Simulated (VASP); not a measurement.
# Si (P6_3/mmc) in VASP: relaxation of shape and atoms at fixed volume with r2SCAN

Aim: the relaxation of shape and atoms at fixed volume of Si with r2SCAN.

All numbers are computed with VASP 6.6.1; they aren't measurements. Logs are shortened: lines on timing, memory, paths and dates and some standing lists are left out, and cuts for length are marked.

### 1 The cell of the first run

The structure is hexagonal, space group P6_3/mmc (No. 194). Conventional cell: a = 3.761 Å, b = 3.761 Å, c = 12.370 Å, α = 90.00°, β = 90.00°, γ = 120.00°. Within 3.0 Å of Si (site symmetry 3m) lie 4 Si at 2.31 Å. Si (site symmetry 3m) has 4 Si at 2.31 to 2.33 Å within 3.0 Å.

This isn't the form of Si at room conditions, which is diamond.

### 2 Relaxation of shape and atoms at fixed volume, r2SCAN (18.94 Å³/atom)

POSCAR reads:

```
Si
1.0
    3.7612345178      0.0000000000      0.0000000000
   -1.8806172589      3.2573246420      0.0000000000
    0.0000000000      0.0000000000     12.3704268573
Si
8
Direct
    0.0000000000      0.0000000000      0.4068256579
    0.0000000000      0.0000000000      0.9068256579
    0.0000000000      0.0000000000      0.0931743421
    0.0000000000      0.0000000000      0.5931743421
    0.3333333333      0.6666666667      0.3440262442
    0.6666666667      0.3333333333      0.8440262442
    0.3333333333      0.6666666667      0.1559737558
    0.6666666667      0.3333333333      0.6559737558
```

INCAR.step1 reads:

```
SYSTEM = Si
ALGO     = Normal         ! electronic algorithm
EDIFF    = 1E-4           ! SCF threshold, eV
ENCUT    = 600            ! plane-wave cutoff, eV
GGA      = PE             ! functional
ISMEAR   = 0              ! smearing method
LASPH    = .TRUE.         ! aspherical terms in the spheres
LCHARG   = .FALSE.        ! write CHGCAR
LREAL    = .FALSE.        ! projectors in reciprocal space
LWAVE    = .TRUE.         ! write WAVECAR
NELM     = 100            ! most SCF steps
PREC     = Accurate       ! precision mode
SIGMA    = 0.02           ! smearing width, eV
```

INCAR.step2 reads:

```
SYSTEM = Si
ALGO     = Normal         ! electronic algorithm
EDIFF    = 1E-6           ! SCF threshold, eV
EDIFFG   = -0.01          ! ionic threshold
ENCUT    = 600            ! plane-wave cutoff, eV
IBRION   = 2              ! ionic algorithm
ISIF     = 4              ! what is computed and relaxed
ISMEAR   = 0              ! smearing method
ISTART   = 1            
LASPH    = .TRUE.         ! aspherical terms in the spheres
LCHARG   = .FALSE.        ! write CHGCAR
LMIXTAU  = .TRUE.       
LREAL    = .FALSE.        ! projectors in reciprocal space
LWAVE    = .FALSE.        ! write WAVECAR
METAGGA  = R2SCAN         ! meta-GGA
NELM     = 100            ! most SCF steps
NSW      = 50             ! ionic steps
PREC     = Accurate       ! precision mode
SIGMA    = 0.02           ! smearing width, eV
```

KPOINTS reads:

```
k-points
0
G
  12 12 2
  0 0 0
```

Potentials or basis: VASP PAW PBE potentials, release 64 (Si).

Run with:

```sh
$ cat potpaw_PBE.64/Si/POTCAR > POTCAR
$ cp INCAR.step1 INCAR
$ mpirun -np 1 vasp_std > vasp.out
$ cp INCAR.step2 INCAR
$ mpirun -np 1 vasp_std > vasp.out
```

OUTCAR:

```text
SYSTEM = Si
   EDIFF = 1E-6
   EDIFFG = -0.01
   ENCUT = 600
   IBRION = 2
   ISIF = 4
   ISMEAR = 0
   ISTART = 1
   LASPH = .TRUE.
   LREAL = .FALSE.
   METAGGA = R2SCAN
   NELM = 100
   NSW = 50
   PREC = Accurate

 ion  position               nearest neighbor table
   1  0.000  0.000  0.407-   4 2.31   5 2.31   5 2.31   5 2.31
   2  0.000  0.000  0.907-   3 2.31   6 2.31   6 2.31   6 2.31
   3  0.000  0.000  0.093-   2 2.31   7 2.31   7 2.31   7 2.31
   4  0.000  0.000  0.593-   1 2.31   8 2.31   8 2.31   8 2.31
   5  0.333  0.667  0.344-   1 2.31   1 2.31   1 2.31   7 2.33
   6  0.667  0.333  0.844-   2 2.31   2 2.31   2 2.31   8 2.33
   7  0.333  0.667  0.156-   3 2.31   3 2.31   3 2.31   5 2.33
   8  0.667  0.333  0.656-   4 2.31   4 2.31   4 2.31   6 2.33

  LATTYP: Found a hexagonal cell.
 ALAT       =     3.7612345178
 C/A-ratio  =     3.2889272920

  Lattice vectors:

 A1 = (   3.7612345178,   0.0000000000,   0.0000000000)
 A2 = (  -1.8806172589,   3.2573246420,   0.0000000000)
 A3 = (   0.0000000000,   0.0000000000,  12.3704268573)

Analysis of symmetry for initial positions (statically):
=====================================================================
 Subroutine PRICEL returns:
 Original cell was already a primitive cell.

 Routine SETGRP: Setting up the symmetry group for a
 hexagonal supercell.

 Subroutine GETGRP returns: Found 24 space group operations
 (whereof 12 operations were pure point group operations)
 out of a pool of 24 trial point group operations.

The static configuration has the point symmetry D_3d.
 The point group associated with its full space group is D_6h.

Analysis of symmetry for dynamics (positions and initial velocities):
=====================================================================
 Subroutine PRICEL returns:
 Original cell was already a primitive cell.

 Routine SETGRP: Setting up the symmetry group for a
 hexagonal supercell.

 Subroutine GETGRP returns: Found 24 space group operations
 (whereof 12 operations were pure point group operations)
 out of a pool of 24 trial point group operations.

The dynamic configuration has the point symmetry D_3d.
 The point group associated with its full space group is D_6h.

 Subroutine INISYM returns: Found 24 space group operations
 (whereof 12 operations are pure point group operations),
 and found     1 'primitive' translations

----------------------------------------------------------------------------------------

                                     Primitive cell

  volume of cell :     151.5571

  direct lattice vectors                    reciprocal lattice vectors
     3.761234518  0.000000000  0.000000000     0.265870154  0.153500205  0.000000000
    -1.880617259  3.257324642  0.000000000     0.000000000  0.307000410  0.000000000
     0.000000000  0.000000000 12.370426857     0.000000000  0.000000000  0.080837954

  length of vectors
     3.761234518  3.761234518 12.370426857     0.307000410  0.307000410  0.080837954

  position of ions in fractional coordinates (direct lattice)
     0.000000000  0.000000000  0.406825658
     0.000000000  0.000000000  0.906825658
     0.000000000  0.000000000  0.093174342
     0.000000000  0.000000000  0.593174342
     0.333333333  0.666666667  0.344026244
     0.666666667  0.333333333  0.844026244
     0.333333333  0.666666667  0.155973756
     0.666666667  0.333333333  0.655973756

  ion indices of the primitive-cell ions
   primitive index   ion index
                 1           1
                 2           2
[... 86 lines left out ...]
   POTIM  = 0.5000    time-step for ionic-motion
   TEBEG  =    0.0;   TEEND  =   0.0 temperature during run
   PSTRESS=    0.0 pullay stress
   NELECT =      32.0000    total number of electrons
   NUPDOWN=      -1.0000    fix difference up-down
   EMIN   =  10.00;   EMAX   =-10.00  energy-range for DOS
   EFERMI =   0.00;   METHOD = LEGACY
   ISMEAR =     0;   SIGMA  =   0.02  broadening in eV -4-tet -1-fermi 0-gaus
   EFERMI_NEDOS =   21; number of points for ismear=-14 and -15
   IALGO  =     38    algorithm
   IMIX   =      4    mixing-type and parameters
     AMIX     =   0.40;   BMIX     =  1.00
     AMIX_MAG =   1.60;   BMIX_MAG =  1.00
  volume/ion in A,a.u.               =      18.94       127.84
  Fermi-wavevector in a.u.,A,eV,Ry     =   0.974839  1.842178 12.929760  0.950311
  Thomas-Fermi vector in A             =   2.105331
   LORBIT       =      0    0 simple, 1 ext, 2 COOP (PROOUT), +10 PAW based schemes
   METAGGA = R2SCAN    functional components
   LHFCALC =     F    Hartree Fock is set to
   AEXX    =    0.0000 exact exchange contribution
   IVDW    =     0    specifies the selected vdW correction
   LEPSILON=     F    determine dielectric tensor
   LRPA    =     F    only Hartree local field effects (RPA)
 conjugate gradient relaxation of ions
 non-spin polarized calculation
 Gauss-broadening in eV      SIGMA  =   0.02
  energy-cutoff  :      600.00
  volume of cell :      151.56
 maximum number of plane-waves:      5102
   NGX = 15   NGY = 15   NGZ = 49

--------------------------------------- Ionic step        1  -------------------------------------------

 number of electron      31.9999998 magnetization

 Free energy of the ion-electron system (eV)
  ---------------------------------------------------
  ext. energy  EPLUGINS =         0.00000000
  ---------------------------------------------------
  free energy    TOTEN  =       -69.98499922 eV

  energy without entropy =      -69.98499922  energy(sigma->0) =      -69.98499922

------------------------ aborting loop because EDIFF is reached ----------------------------------------

  FORCE on cell =-STRESS in cart. coord.  units (eV):
  Direction    XX          YY          ZZ          XY          YZ          ZX
  --------------------------------------------------------------------------------------
  -------------------------------------------------------------------------------------
  Total        6.2094988      6.2094988      6.1807367      0.0000000      0.0000000      0.0000000
  in kB       65.6433875     65.6433875     65.3393306      0.0000000      0.0000000      0.0000000
  external PRESSURE =      65.5420352 kB  Pullay stress =       0.0000000 kB

 VOLUME and BASIS-vectors are now :
 -----------------------------------------------------------------------------
  energy-cutoff  :      600.00
  volume of cell :      151.56
      direct lattice vectors                 reciprocal lattice vectors
     3.761234518  0.000000000  0.000000000     0.265870154  0.153500205  0.000000000
    -1.880617259  3.257324642  0.000000000     0.000000000  0.307000410  0.000000000
     0.000000000  0.000000000 12.370426857     0.000000000  0.000000000  0.080837954

 POSITION                                       TOTAL-FORCE (eV/Angst)
 -----------------------------------------------------------------------------------
      0.00000      0.00000      5.03261        -0.000000     -0.000000      0.001613
      0.00000      0.00000     11.21782         0.000000      0.000000      0.001613
      0.00000      0.00000      1.15261        -0.000000      0.000000     -0.001613
      0.00000      0.00000      7.33782         0.000000     -0.000000     -0.001613
     -0.00000      2.17155      4.25575         0.000000     -0.000000     -0.011087
      1.88062      1.08577     10.44096         0.000000     -0.000000     -0.011087
     -0.00000      2.17155      1.92946        -0.000000      0.000000      0.011087
      1.88062      1.08577      8.11468         0.000000      0.000000      0.011087
 -----------------------------------------------------------------------------------
    total drift:                                0.000000     -0.000000      0.000000

  FREE ENERGIE OF THE ION-ELECTRON SYSTEM (eV)
  ---------------------------------------------------
  free  energy   TOTEN  =       -69.9849992177 eV

  energy  without entropy=      -69.9849992177  energy(sigma->0) =      -69.98499922

--------------------------------------- Ionic step        2  -------------------------------------------

 number of electron      31.9999998 magnetization

 Free energy of the ion-electron system (eV)
  ---------------------------------------------------
  ext. energy  EPLUGINS =         0.00000000
  ---------------------------------------------------
  free energy    TOTEN  =       -69.98500293 eV

  energy without entropy =      -69.98500293  energy(sigma->0) =      -69.98500293

 E-fermi :   6.5555     XC(G=0): -10.0768

 val. band max:        6.4562541314   @ k =   0.0000   0.0000   0.0000
 cond. band min:       7.1080399909   @ k =   0.5000   0.0000   0.0000
 fundamental gap:      0.6517858595
 Fermi energy:         6.5554920814

 k-point     1 :       0.0000    0.0000    0.0000
  band No.  band energies     occupation
      1      -6.6251      2.00000
      2      -5.7537      2.00000
      3      -5.7407      2.00000
      4      -4.0458      2.00000
      5      -1.2505      2.00000
      6       2.0724      2.00000
[... 565 lines left out ...]
     20       8.7162      0.00000
     21       9.2741      0.00000

 [... further k-points ...]
[... 5 lines left out ...]
  --------------------------------------------------------------------------------------
  -------------------------------------------------------------------------------------
  Total        6.1799029      6.1799029      6.2319577      0.0000000     -0.0000000     -0.0000000
  in kB       65.3305165     65.3305165     65.8808107      0.0000000     -0.0000000     -0.0000000
  external PRESSURE =      65.5139479 kB  Pullay stress =       0.0000000 kB

 VOLUME and BASIS-vectors are now :
 -----------------------------------------------------------------------------
  energy-cutoff  :      600.00
  volume of cell :      151.56
      direct lattice vectors                 reciprocal lattice vectors
     3.761451986  0.000000000  0.000000000     0.265854783  0.153491330  0.000000000
    -1.880725993  3.257512975  0.000000000     0.000000000  0.306982661  0.000000000
     0.000000000  0.000000000 12.368996507     0.000000000  0.000000000  0.080847302

 POSITION                                       TOTAL-FORCE (eV/Angst)
 -----------------------------------------------------------------------------------
      1.88073      3.25751      5.03210        -0.000000      0.000000     -0.005621
      0.00000      0.00000     11.21660         0.000000     -0.000000     -0.005621
      3.76145      0.00000      1.15240        -0.000000     -0.000000      0.005621
     -1.88073      3.25751      7.33689         0.000000      0.000000      0.005621
     -0.00000      2.17168      4.25472        -0.000000     -0.000000      0.005543
      1.88073      1.08584     10.43922        -0.000000      0.000000      0.005543
     -0.00000      2.17168      1.92977         0.000000     -0.000000     -0.005543
      1.88073      1.08584      8.11427         0.000000      0.000000     -0.005543
 -----------------------------------------------------------------------------------
    total drift:                               -0.000000      0.000000     -0.000000

  FREE ENERGIE OF THE ION-ELECTRON SYSTEM (eV)
  ---------------------------------------------------
  free  energy   TOTEN  =       -69.9850029301 eV

  energy  without entropy=      -69.9850029301  energy(sigma->0) =      -69.98500293

 reached required accuracy - stopping structural energy minimisation
```

It took 13 min on 1 thread of Oxide Virtual Turin-like, shared host; peak memory 0.33 GiB.

Results:

- Free energy: -69.9850 eV
- Energy gained by relaxing: 0.0 meV/atom
- Ionic steps: 2
- Pressure after relaxing: 6.6 GPa
- Largest force after relaxing: 0.006 eV/Å
- Band gap on the k mesh: 0.65 eV (least direct gap 1.83 eV)

Forces in eV/Å, atoms in the order of the input:
```
Si   0.000  0.000 -0.006
Si   0.000  0.000 -0.006
Si   0.000  0.000  0.006
Si   0.000  0.000  0.006
Si   0.000  0.000  0.006
Si   0.000  0.000  0.006
Si   0.000  0.000 -0.006
Si   0.000  0.000 -0.006
```

Final structure:
```
Si
1.0
     3.76145    0.00000    0.00000
    -1.88073    3.25751    0.00000
     0.00000    0.00000   12.36900
Si
8
Direct
  0.00000 0.00000 0.40683
  0.00000 0.00000 0.90683
  0.00000 0.00000 0.09317
  0.00000 0.00000 0.59317
  0.33333 0.66667 0.34398
  0.66667 0.33333 0.84398
  0.33333 0.66667 0.15602
  0.66667 0.33333 0.65602
```

Caveat: semilocal functionals underestimate gaps, and a narrow one can read as zero; the PAW data sets were made with another functional, which shifts forces and pressure a little.
